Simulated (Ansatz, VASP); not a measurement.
One calculation of Cr, two programs

```
Cr
1.0
    -1.44195    1.45276    1.45276
     1.44195   -1.43114    1.43114
     1.44195    1.43114   -1.43114
Cr
1
Direct
  0.00000 0.00000 0.00000
```

Change from the starting cell: strain +0.0150 x Voigt [0, 0, 0, 1, 0, 0], atoms carried along.

Alike in both runs: task single point; functional PBE; k mesh 24 × 24 × 24; occupations gaussian, width 0.15 eV; no spin polarisation.

|  | VASP | Ansatz |
| --- | --- | --- |
| version | VASP 6.6.1 | Ansatz 0.2.0 |
| potentials or method | VASP PAW PBE potentials, release 64 (Cr_pv), cutoff 520 eV | scalar-relativistic, plane waves, PAW |
| valence electrons in the cell | 12 | 14 |

|  | VASP | Ansatz | Ansatz less VASP |
| --- | --- | --- | --- |
| gap on the k mesh at the Fermi level (eV) | none | none | - |
| pressure (GPa) | -9.4 | -8.9 | +0.47 |
| traceless stress, the component that is largest in VASP (GPa) | -1.33 | -1.36 | -0.030 |

A gap of «none» marks a metal or a gap that the smearing closes. VASP's potentials hold 12 valence electrons a cell and Ansatz's 14, so a difference there can come from the potentials and not from the codes.
